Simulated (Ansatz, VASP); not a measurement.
## SiC in VASP and in Ansatz

```xyz
6
Lattice="4.3175 0.0000 0.0000 0.0000 3.0095 0.0000 -2.1588 0.0000 4.6605" Properties=species:S:1:pos:R:3 pbc="T T T"
Si    1.2671    0.0000    2.8321
Si    0.8917    1.5048    1.8284
Si    2.1588    1.5048    0.5304
C     3.4258    1.5048    1.8284
C    -1.2671    0.0000    2.8321
C     0.0000    0.0000    4.1301
```

Alike in both runs: task relaxation of cell and atoms; functional PBE; k mesh 4 × 6 × 4; occupations gaussian, width 0.1 eV; no spin polarisation.

|  | VASP | Ansatz |
| --- | --- | --- |
| version | VASP 6.6.1 | Ansatz 0.2.0 |
| potentials or method | VASP PAW PBE potentials, release 64 (Si, C), cutoff 600 eV | scalar-relativistic, plane waves, PAW |
| valence electrons in the cell | 24 | 24 |

VASP gave:

| Item | Value |
| --- | --- |
| gap on the k mesh at the Fermi level, each at its own relaxed structure (eV) | none |
| relaxed volume (Å³/atom) | 10.64 |
| relaxed cell length with the largest relative difference (Å) | 4.999 |

**Question.** Estimate Ansatz's values.

**Answer.** gap on the k mesh at the Fermi level, each at its own relaxed structure (eV): none; relaxed volume (Å³/atom): 10.64; relaxed cell length with the largest relative difference (Å): 5.005.

A gap of «none» marks a metal or a gap that the smearing closes.

The k mesh is coarse, so the values compare programs but aren't converged.
